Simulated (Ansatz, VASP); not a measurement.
## TaGa3 in VASP and in Ansatz

```xyz
4
Lattice="-1.9360 1.9360 4.3520 1.9360 -1.9360 4.3520 1.9360 1.9360 -4.3520" Properties=species:S:1:pos:R:3 pbc="T T T"
Ta    0.0000    0.0000    0.0000
Ga    0.0000    1.9360    2.1760
Ga    1.9360    0.0000    2.1760
Ga    0.0000    0.0000    4.3520
```

Change from the starting cell: equal xx and yy strain of +2 %, crystal datasets.

Alike in both runs: task electric field gradients; functional PBEsol; k mesh 14 × 14 × 14; occupations fermi-dirac, width 0.05 eV; no spin polarisation.

```csv
,VASP,Ansatz
version,VASP 6.6.1,Ansatz 0.2.0
potentials or method,"VASP PAW PBE potentials, release 64 (Ta_pv, Ga_d), cutoff 520 eV","all-electron PAW with datasets made for the crystal, scalar-relativistic"
```

VASP gave:

- pressure (GPa): -7.0
- traceless stress, the component that is largest in VASP (GPa): 2.18
- size of Vzz on the site where it differs most (V/Å²): 136.4

What did Ansatz give for the same quantities?

Pressure (GPa): -7.1; traceless stress, the component that is largest in VASP (GPa): 2.18; size of Vzz on the site where it differs most (V/Å²): 179.0.

VASP's potentials were made for PBE, not for PBEsol. Ansatz ran all-electron here, and VASP with PAW potentials.

Spin-orbit coupling is off throughout.
